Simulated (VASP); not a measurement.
# Ta (P6/mmm) in VASP: notebook, part 2 of 2

VASP 6.6.1. Earlier steps stand in the parts before.

## Step 4: Single point, revPBE (volume scaled by 1.04)

INCAR reads:

```
SYSTEM = Ta
ALGO     = Normal         ! electronic algorithm
EDIFF    = 1E-7           ! SCF threshold, eV
ENCUT    = 520            ! plane-wave cutoff, eV
GGA      = RE             ! functional
ISIF     = 2              ! what is computed and relaxed
ISMEAR   = -1             ! smearing method
LASPH    = .TRUE.         ! aspherical terms in the spheres
LCHARG   = .TRUE.         ! write CHGCAR
LELF     = .TRUE.         ! ELF
LREAL    = .FALSE.        ! projectors in reciprocal space
LVHAR    = .TRUE.       
LWAVE    = .FALSE.        ! write WAVECAR
NBANDS   = 24             ! bands
NELM     = 80             ! most SCF steps
PREC     = Accurate       ! precision mode
SIGMA    = 0.1            ! smearing width, eV
```

KPOINTS reads:

```
k-points
0
G
  9 9 13
  0 0 0
```

POSCAR reads:

```
Ta
1.0
    4.9489731892      0.0000000000      0.0000000000
   -2.4744865946      4.2859365045      0.0000000000
    0.0000000000      0.0000000000      2.7789775223
Ta
3
Direct
    0.0000000000      1.0000000000      0.0000000000
    0.3333333333      0.6666666667      0.5000000000
    0.6666666667      0.3333333333      0.5000000000
```

Potentials or basis: VASP PAW PBE potentials, release 64 (Ta_pv).

The run is started by

```
$ cat potpaw_PBE.64/Ta_pv/POTCAR > POTCAR
$ mpirun -np 1 vasp_std > vasp.out
```

OUTCAR:

```text
SYSTEM = Ta
   EDIFF = 1E-7
   ENCUT = 520
   GGA = RE
   ISIF = 2
   ISMEAR = -1
   LASPH = .TRUE.
   LREAL = .FALSE.
   NELM = 80
   PREC = Accurate

 ion  position               nearest neighbor table
   1  0.000  0.000  0.000-   2 3.18   3 3.18   2 3.18   3 3.18   3 3.18   3 3.18   2 3.18   2 3.18
                             3 3.18   3 3.18   2 3.18   2 3.18
   2  0.333  0.667  0.500-   3 2.86   3 2.86   3 2.86   1 3.18   1 3.18   1 3.18   1 3.18   1 3.18
                             1 3.18
   3  0.667  0.333  0.500-   2 2.86   2 2.86   2 2.86   1 3.18   1 3.18   1 3.18   1 3.18   1 3.18
                             1 3.18

  LATTYP: Found a hexagonal cell.
 ALAT       =     4.9489731892
 C/A-ratio  =     0.5615260815

  Lattice vectors:

 A1 = (   4.9489731892,   0.0000000000,   0.0000000000)
 A2 = (  -2.4744865946,   4.2859365045,   0.0000000000)
 A3 = (   0.0000000000,   0.0000000000,   2.7789775223)

Analysis of symmetry for initial positions (statically):
=====================================================================
 Subroutine PRICEL returns:
 Original cell was already a primitive cell.

 Routine SETGRP: Setting up the symmetry group for a
 hexagonal supercell.

 Subroutine GETGRP returns: Found 24 space group operations
 (whereof 24 operations were pure point group operations)
 out of a pool of 24 trial point group operations.

The static configuration has the point symmetry D_6h.

Analysis of symmetry for dynamics (positions and initial velocities):
=====================================================================
 Subroutine PRICEL returns:
 Original cell was already a primitive cell.

 Routine SETGRP: Setting up the symmetry group for a
 hexagonal supercell.

 Subroutine GETGRP returns: Found 24 space group operations
 (whereof 24 operations were pure point group operations)
 out of a pool of 24 trial point group operations.

The dynamic configuration has the point symmetry D_6h.

[... 111 lines left out ...]
   NELECT =      33.0000    total number of electrons
   NUPDOWN=      -1.0000    fix difference up-down
   EMIN   =  10.00;   EMAX   =-10.00  energy-range for DOS
   EFERMI =   0.00;   METHOD = LEGACY
   ISMEAR =    -1;   SIGMA  =   0.10  broadening in eV -4-tet -1-fermi 0-gaus
   EFERMI_NEDOS =   21; number of points for ismear=-14 and -15
   IALGO  =     38    algorithm
   IMIX   =      4    mixing-type and parameters
     AMIX     =   0.40;   BMIX     =  1.00
     AMIX_MAG =   1.60;   BMIX_MAG =  1.00
  volume/ion in A,a.u.               =      19.65       132.59
  Fermi-wavevector in a.u.,A,eV,Ry     =   1.349266  2.549743 24.769655  1.820518
  Thomas-Fermi vector in A             =   2.476867
   LORBIT       =      0    0 simple, 1 ext, 2 COOP (PROOUT), +10 PAW based schemes
   GGA     = RE    functional components
   LHFCALC =     F    Hartree Fock is set to
   AEXX    =    0.0000 exact exchange contribution
   IVDW    =     0    specifies the selected vdW correction
   LEPSILON=     F    determine dielectric tensor
   LRPA    =     F    only Hartree local field effects (RPA)
 non-spin polarized calculation
  energy-cutoff  :      520.00
  volume of cell :       58.94
 maximum number of plane-waves:      1607
 NGX is ok and might be reduce to    40
   NGX = 19   NGY = 19   NGZ = 11

 number of electron      33.0000003 magnetization

 Free energy of the ion-electron system (eV)
  ---------------------------------------------------
  ext. energy  EPLUGINS =         0.00000000
  ---------------------------------------------------
  free energy    TOTEN  =       -33.58489484 eV

  energy without entropy =      -33.47560229  energy(sigma->0) =      -33.53024857

 E-fermi :   5.1681     XC(G=0): -12.1254

 val. band max:        5.1619278750   @ k =   0.2222   0.1111   0.0000
 cond. band min:       5.1890225751   @ k =   0.2222  -0.0000   0.4615
 fundamental gap:      0.0270947000
 Fermi energy:         5.1681058178

 k-point     1 :       0.0000    0.0000    0.0000
  band No.  band energies     occupation
      1     -29.2709      2.00000
      2     -29.2709      2.00000
      3     -29.1451      2.00000
      4     -29.1451      2.00000
      5     -28.6254      2.00000
      6     -28.6254      2.00000
[... 637 lines left out ...]
     23       9.0222      0.00000
     24       9.7332      0.00000

 [... further k-points ...]
[... 5 lines left out ...]
  --------------------------------------------------------------------------------------
  -------------------------------------------------------------------------------------
  Total       -2.2873147     -2.2873147     -2.6115482      0.0000000      0.0000000      0.0000000
  in kB      -62.1713983    -62.1713983    -70.9843733      0.0000000      0.0000000      0.0000000
  external PRESSURE =     -65.1090566 kB  Pullay stress =       0.0000000 kB

 VOLUME and BASIS-vectors are now :
 -----------------------------------------------------------------------------
  energy-cutoff  :      520.00
  volume of cell :       58.94
      direct lattice vectors                 reciprocal lattice vectors
     4.948973189  0.000000000  0.000000000     0.202062117  0.116660618  0.000000000
    -2.474486595  4.285936505  0.000000000     0.000000000  0.233321235  0.000000000
     0.000000000  0.000000000  2.778977522     0.000000000  0.000000000  0.359844580

 POSITION                                       TOTAL-FORCE (eV/Angst)
 -----------------------------------------------------------------------------------
      0.00000      0.00000      0.00000         0.000000      0.000000      0.000000
     -0.00000      2.85729      1.38949         0.000000     -0.000000      0.000000
      2.47449      1.42865      1.38949        -0.000000      0.000000     -0.000000
 -----------------------------------------------------------------------------------
    total drift:                                0.000000     -0.000000      0.000000

  FREE ENERGIE OF THE ION-ELECTRON SYSTEM (eV)
  ---------------------------------------------------
  free  energy   TOTEN  =       -33.5848948379 eV

  energy  without entropy=      -33.4756022944  energy(sigma->0) =      -33.53024857
```

OSZICAR:

```text
N       E                     dE             d eps       ncg     rms          rms(c)
DAV:   1     0.289841582730E+03    0.28984E+03   -0.17881E+04  4032   0.137E+03
DAV:   2    -0.260765341533E+02   -0.31592E+03   -0.30594E+03  4720   0.407E+02
DAV:   3    -0.349283904301E+02   -0.88519E+01   -0.85510E+01  5232   0.639E+01
DAV:   4    -0.350587774058E+02   -0.13039E+00   -0.12992E+00  4536   0.781E+00
DAV:   5    -0.350612022841E+02   -0.24249E-02   -0.24239E-02  5440   0.852E-01    0.199E+01
DAV:   6    -0.339199010022E+02    0.11413E+01   -0.13757E+00  4496   0.910E+00    0.947E+00
DAV:   7    -0.335934907628E+02    0.32641E+00   -0.11882E+00  4672   0.835E+00    0.868E-01
DAV:   8    -0.335861282021E+02    0.73626E-02   -0.35890E-02  5120   0.199E+00    0.579E-01
DAV:   9    -0.335849605969E+02    0.11676E-02   -0.84856E-03  4720   0.779E-01    0.119E-01
DAV:  10    -0.335849077710E+02    0.52826E-04   -0.43995E-04  5160   0.166E-01    0.602E-02
DAV:  11    -0.335848978194E+02    0.99516E-05   -0.36776E-05  4816   0.539E-02    0.124E-02
DAV:  12    -0.335848958275E+02    0.19920E-05   -0.57292E-06  4768   0.188E-02    0.538E-03
DAV:  13    -0.335848948179E+02    0.10096E-05   -0.61657E-07  4880   0.688E-03    0.539E-04
DAV:  14    -0.335848948379E+02   -0.19955E-07   -0.15499E-08  2840   0.100E-03
   1 F= -.33584895E+02 E0= -.33530249E+02  d E =-.109293E+00
```

stdout:

```text
POSCAR found type information on POSCAR Ta
 POSCAR found :  1 types and       3 ions
 scaLAPACK will be used
 -----------------------------------------------------------------------------
|                                                                             |
|                                                                             |
|     You enforced a specific xc type in the INCAR file but a different       |
|     I HOPE YOU KNOW WHAT YOU ARE DOING!                                     |
|                                                                             |
 -----------------------------------------------------------------------------

 LDA part: xc-table for (Slater+PW92), standard interpolation
 POSCAR, INCAR and KPOINTS ok, starting setup
 FFT: planning ... GRIDC
 FFT: planning ... GRID_SOFT
 FFT: planning ... GRID
 WAVECAR not read
 entering main loop
```

Run time: 1.8 min. Hardware: 1 thread of Intel Xeon 6975P-C, shared host; peak memory 0.24 GiB.

Results:

- Free energy: -33.5849 eV
- Pressure: -6.5 GPa

Levels at points of the mesh, in eV from the Fermi level:
```csv
k point,band 13,band 14,band 15,band 16,band 17,band 18,band 19,band 20,band 21,band 22
"(0.00, 0.00, 0.00)",-1.42,-1.42,-1.40,-1.40,-0.62,0.98,0.98,3.11,3.11,3.15
```

Caveat: the PAW data sets were made with another functional, which shifts forces and pressure a little; spin-orbit coupling is left out, which moves the levels of the heavy elements.

## Step 5: Single point, revPBE (volume scaled by 1.08)

INCAR reads:

```
SYSTEM = Ta
ALGO = Normal
EDIFF = 1E-6
ENCUT = 520
GGA = RE
ISIF = 2
ISMEAR = -1
LASPH = .True.
LCHARG = .False.
LREAL = .False.
LWAVE = .False.
NBANDS = 24
NELM = 100
PREC = Accurate
SIGMA = 0.1
```

KPOINTS reads:

```
k-points
0
Gamma
  9 9 13
  0 0 0
```

POSCAR reads:

```
Ta
1.0
    5.0116250705      0.0000000000      0.0000000000
   -2.5058125352      4.3401946253      0.0000000000
    0.0000000000      0.0000000000      2.8141581877
Ta
3
Direct
    0.0000000000      1.0000000000      0.0000000000
    0.3333333333      0.6666666667      0.5000000000
    0.6666666667      0.3333333333      0.5000000000
```

Potentials or basis: VASP PAW PBE potentials, release 64 (Ta_pv).

The run is started by

```
$ cat potpaw_PBE.64/Ta_pv/POTCAR > POTCAR
$ mpirun -np 1 vasp_std > vasp.out
```

OUTCAR:

```text
SYSTEM = Ta
   EDIFF = 1E-6
   ENCUT = 520
   GGA = RE
   ISIF = 2
   ISMEAR = -1
   LASPH = .True.
   LREAL = .False.
   NELM = 100
   PREC = Accurate

 ion  position               nearest neighbor table
   1  0.000  0.000  0.000-   2 3.22   3 3.22   2 3.22   3 3.22   2 3.22   2 3.22   3 3.22   3 3.22
                             3 3.22   3 3.22   2 3.22   2 3.22
   2  0.333  0.667  0.500-   3 2.89   3 2.89   3 2.89   1 3.22   1 3.22   1 3.22   1 3.22   1 3.22
                             1 3.22
   3  0.667  0.333  0.500-   2 2.89   2 2.89   2 2.89   1 3.22   1 3.22   1 3.22   1 3.22   1 3.22
                             1 3.22

  LATTYP: Found a hexagonal cell.
 ALAT       =     5.0116250705
 C/A-ratio  =     0.5615260815

  Lattice vectors:

 A1 = (   5.0116250705,   0.0000000000,   0.0000000000)
 A2 = (  -2.5058125352,   4.3401946253,   0.0000000000)
 A3 = (   0.0000000000,   0.0000000000,   2.8141581877)

Analysis of symmetry for initial positions (statically):
=====================================================================
 Subroutine PRICEL returns:
 Original cell was already a primitive cell.

 Routine SETGRP: Setting up the symmetry group for a
 hexagonal supercell.

 Subroutine GETGRP returns: Found 24 space group operations
 (whereof 24 operations were pure point group operations)
 out of a pool of 24 trial point group operations.

The static configuration has the point symmetry D_6h.

Analysis of symmetry for dynamics (positions and initial velocities):
=====================================================================
 Subroutine PRICEL returns:
 Original cell was already a primitive cell.

 Routine SETGRP: Setting up the symmetry group for a
 hexagonal supercell.

 Subroutine GETGRP returns: Found 24 space group operations
 (whereof 24 operations were pure point group operations)
 out of a pool of 24 trial point group operations.

The dynamic configuration has the point symmetry D_6h.

[... 111 lines left out ...]
   NELECT =      33.0000    total number of electrons
   NUPDOWN=      -1.0000    fix difference up-down
   EMIN   =  10.00;   EMAX   =-10.00  energy-range for DOS
   EFERMI =   0.00;   METHOD = LEGACY
   ISMEAR =    -1;   SIGMA  =   0.10  broadening in eV -4-tet -1-fermi 0-gaus
   EFERMI_NEDOS =   21; number of points for ismear=-14 and -15
   IALGO  =     38    algorithm
   IMIX   =      4    mixing-type and parameters
     AMIX     =   0.40;   BMIX     =  1.00
     AMIX_MAG =   1.60;   BMIX_MAG =  1.00
  volume/ion in A,a.u.               =      20.40       137.69
  Fermi-wavevector in a.u.,A,eV,Ry     =   1.332398  2.517868 24.154220  1.775285
  Thomas-Fermi vector in A             =   2.461336
   LORBIT       =      0    0 simple, 1 ext, 2 COOP (PROOUT), +10 PAW based schemes
   GGA     = RE    functional components
   LHFCALC =     F    Hartree Fock is set to
   AEXX    =    0.0000 exact exchange contribution
   IVDW    =     0    specifies the selected vdW correction
   LEPSILON=     F    determine dielectric tensor
   LRPA    =     F    only Hartree local field effects (RPA)
 non-spin polarized calculation
  energy-cutoff  :      520.00
  volume of cell :       61.21
 maximum number of plane-waves:      1667
 NGX is ok and might be reduce to    40
   NGX = 19   NGY = 19   NGZ = 11

 number of electron      33.0000001 magnetization

 Free energy of the ion-electron system (eV)
  ---------------------------------------------------
  ext. energy  EPLUGINS =         0.00000000
  ---------------------------------------------------
  free energy    TOTEN  =       -33.45384449 eV

  energy without entropy =      -33.34118760  energy(sigma->0) =      -33.39751604

 E-fermi :   4.8835     XC(G=0): -11.9385

 val. band max:        4.8652466903   @ k =   0.3333  -0.0000   0.1538
 cond. band min:       4.8835424985   @ k =   0.3333  -0.0000   0.1538
 fundamental gap:      0.0182958082
 Fermi energy:         4.8835357184

 k-point     1 :       0.0000    0.0000    0.0000
  band No.  band energies     occupation
      1     -29.6078      2.00000
      2     -29.6078      2.00000
      3     -29.5197      2.00000
      4     -29.5197      2.00000
      5     -29.0456      2.00000
      6     -29.0456      2.00000
[... 637 lines left out ...]
     23       8.5607      0.00000
     24       9.2511      0.00000

 [... further k-points ...]
[... 5 lines left out ...]
  --------------------------------------------------------------------------------------
  -------------------------------------------------------------------------------------
  Total       -4.3809211     -4.3809211     -4.9338505     -0.0000000     -0.0000000      0.0000000
  in kB     -114.6673386   -114.6673386   -129.1398520     -0.0000000     -0.0000000      0.0000000
  external PRESSURE =    -119.4915097 kB  Pullay stress =       0.0000000 kB

 VOLUME and BASIS-vectors are now :
 -----------------------------------------------------------------------------
  energy-cutoff  :      520.00
  volume of cell :       61.21
      direct lattice vectors                 reciprocal lattice vectors
     5.011625071  0.000000000  0.000000000     0.199536076  0.115202207  0.000000000
    -2.505812535  4.340194625  0.000000000     0.000000000  0.230404414  0.000000000
     0.000000000  0.000000000  2.814158188     0.000000000  0.000000000  0.355346051

 POSITION                                       TOTAL-FORCE (eV/Angst)
 -----------------------------------------------------------------------------------
      0.00000      0.00000      0.00000        -0.000000      0.000000      0.000000
     -0.00000      2.89346      1.40708        -0.000000      0.000000     -0.000000
      2.50581      1.44673      1.40708         0.000000     -0.000000      0.000000
 -----------------------------------------------------------------------------------
    total drift:                                0.000000     -0.000000      0.000000

  FREE ENERGIE OF THE ION-ELECTRON SYSTEM (eV)
  ---------------------------------------------------
  free  energy   TOTEN  =       -33.4538444910 eV

  energy  without entropy=      -33.3411875985  energy(sigma->0) =      -33.39751604
```

stdout:

```text
POSCAR found type information on POSCAR Ta
 POSCAR found :  1 types and       3 ions
 scaLAPACK will be used
 -----------------------------------------------------------------------------
|                                                                             |
|                                                                             |
|     You enforced a specific xc type in the INCAR file but a different       |
|     I HOPE YOU KNOW WHAT YOU ARE DOING!                                     |
|                                                                             |
 -----------------------------------------------------------------------------

 LDA part: xc-table for (Slater+PW92), standard interpolation
 POSCAR, INCAR and KPOINTS ok, starting setup
 FFT: planning ... GRIDC
 FFT: planning ... GRID_SOFT
 FFT: planning ... GRID
 WAVECAR not read
 entering main loop
```

It took 1.7 min on 1 thread of Intel Xeon 6975P-C, shared host; peak memory 0.25 GiB.

Results:

| Property | Result |
| --- | --- |
| Free energy | -33.4538 eV |
| Pressure | -11.9 GPa |

Caveat: the PAW data sets were made with another functional, which shifts forces and pressure a little; spin-orbit coupling is left out, which moves the levels of the heavy elements.

## Step 6: Single point, revPBE (volume scaled by 1.12)

INCAR reads:

```
SYSTEM = Ta
PREC = Accurate
ENCUT = 520
EDIFF = 1E-6
ISMEAR = -1
SIGMA = 0.1
LREAL = .False.
LASPH = .True.
NELM = 100
ALGO = Normal
ISIF = 2
LWAVE = .False.
LCHARG = .True.
GGA = RE
LELF = .True.
LVHAR = .True.
NBANDS = 24
```

KPOINTS reads:

```
regular mesh
0
Gamma
  9 9 13
  0 0 0
```

POSCAR reads:

```
Ta
1.0
    5.0727484734      0.0000000000      0.0000000000
   -2.5363742367      4.3931290450      0.0000000000
    0.0000000000      0.0000000000      2.8484805726
Ta
3
Direct
    0.0000000000      1.0000000000      0.0000000000
    0.3333333333      0.6666666667      0.5000000000
    0.6666666667      0.3333333333      0.5000000000
```

Potentials or basis: VASP PAW PBE potentials, release 64 (Ta_pv).

The run is started by

```
$ cat potpaw_PBE.64/Ta_pv/POTCAR > POTCAR
$ mpirun -np 1 vasp_std > vasp.out
```

It took 1.8 min on 1 thread of Intel Xeon 6975P-C, shared host; peak memory 0.25 GiB.

It converged, with:

```yaml
Free_energy: -33.2528 eV
Pressure: -16.4 GPa
```

Stress tensor (GPa, compression positive):
```
-15.80   0.00   0.00
  0.00 -15.80   0.00
  0.00   0.00 -17.71
```

Levels at points of the mesh, in eV from the Fermi level:
```
           k point  band 14  band 15  band 16  band 17  band 18  band 19  band 20  band 21
(0.00, 0.00, 0.00)    -1.37    -1.34    -1.34    -0.57     0.93     0.93     2.88     2.88
```

Caveat: the PAW data sets were made with another functional, which shifts forces and pressure a little; spin-orbit coupling is left out, which moves the levels of the heavy elements.

## Step 7: Summary

| cell | gap on the mesh (eV) | pressure (GPa) |
| --- | --- | --- |
| a = 4.819, b = 4.819, c = 2.706 Å, angles 90.0, 90.0, 120.0°, 3 atoms | none | 8.0 |
| a = 4.885, b = 4.885, c = 2.743 Å, angles 90.0, 90.0, 120.0°, 3 atoms | none | 0.1 |
| a = 4.949, b = 4.949, c = 2.779 Å, angles 90.0, 90.0, 120.0°, 3 atoms | none | -6.5 |
| a = 5.012, b = 5.012, c = 2.814 Å, angles 90.0, 90.0, 120.0°, 3 atoms | none | -11.9 |
| a = 5.073, b = 5.073, c = 2.848 Å, angles 90.0, 90.0, 120.0°, 3 atoms | none | -16.4 |

Alike in all rows: task single point; level revPBE; potentials or basis VASP PAW PBE potentials, release 64 (Ta_pv); no spin polarisation; k mesh 9 × 9 × 13; cutoff (eV) 520; smearing fermi-dirac 0.1 eV.

Caveats: the PAW data sets were made with another functional, which shifts forces and pressure a little; spin-orbit coupling is left out, which moves the levels of the heavy elements.

Total energies depend on the potentials used, so only differences within one code and one set of settings carry meaning.
